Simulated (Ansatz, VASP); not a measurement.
**V2N3 in VASP and in Ansatz**

INCAR

```
SYSTEM = V2N3
  PREC = Accurate
  ENCUT = 520
  EDIFF = 1E-6
  ISMEAR = 0
  SIGMA = 0.15
  LREAL = .False.
  LASPH = .True.
  NELM = 60
  ALGO = Normal
  ISIF = 2
  LWAVE = .False.
  LCHARG = .False.
  GGA = PS
  NBANDS = 28
```

File KPOINTS:

```
Automatic mesh
0
Gamma
  18 18 8
  0 0 0
```

File POSCAR:

```
V2N3
1.0
    2.7380901889      0.0000000000      0.0000000000
   -1.3690450944      2.3712556614      0.0000000000
    0.0000000000      0.0000000000      6.1963538749
V N
2 3
Direct
    0.6666666667      0.3333333333      0.3021155180
    0.3333333333      0.6666666667      0.6978844820
    0.0000000000      0.0000000000      0.5000000000
    0.0000000000      0.0000000000      0.1074399115
    0.0000000000      0.0000000000      0.8925600885
```

Input for Ansatz:

```yaml
crystal:
  lattice:
    - [2.7380901889, 0.0, 0.0]
    - [-1.3690450944, 2.3712556614, 0.0]
    - [0.0, 0.0, 6.1963538749]
  atoms:
    - { symbol: V, position: [0.6666666667, 0.3333333333, 0.302115518] }
    - { symbol: V, position: [0.3333333333, 0.6666666667, 0.697884482] }
    - { symbol: "N", position: [0.0, 0.0, 0.5] }
    - { symbol: "N", position: [0.0, 0.0, 0.1074399115] }
    - { symbol: "N", position: [0.0, 0.0, 0.8925600885] }
basis:
  ecutwfc: 420
kpoints:
  mp_grid: { grid: [18, 18, 8] }
hamiltonian:
  xc: pbesol
scf:
  occupations: { method: gaussian, width: 0.15 }
output:
  forces: true
  stress: true
  eigenvalues: true
```

Change from the starting cell: strain -0.0150 x Voigt [1, 1, 0, 0, 0, 0], atoms carried along.

Alike in both runs: task single point; functional PBEsol; k mesh 18 × 18 × 8; occupations gaussian, width 0.15 eV; no spin polarisation.

|  | VASP | Ansatz |
| --- | --- | --- |
| version | VASP 6.6.1 | Ansatz 0.2.0 |
| potentials or method | VASP PAW PBE potentials, release 64 (V_sv, N), cutoff 520 eV | scalar-relativistic, plane waves, PAW |
| valence electrons in the cell | 41 | 41 |

|  | VASP | Ansatz | Ansatz less VASP |
| --- | --- | --- | --- |
| gap on the k mesh at the Fermi level (eV) | none | none | - |
| pressure (GPa) | 10.3 | 9.5 | -0.83 |
| traceless stress, the component that is largest in VASP (GPa) | -4.21 | -4.67 | -0.459 |
| rms of the force components (eV/Å) | 0.051 | 0.068 | +0.0165 |

VASP's potentials were made for PBE, not for PBEsol. Atom by atom the forces differ by 0.023 eV/Å (rms over components). A gap of «none» marks a metal or a gap that the smearing closes.
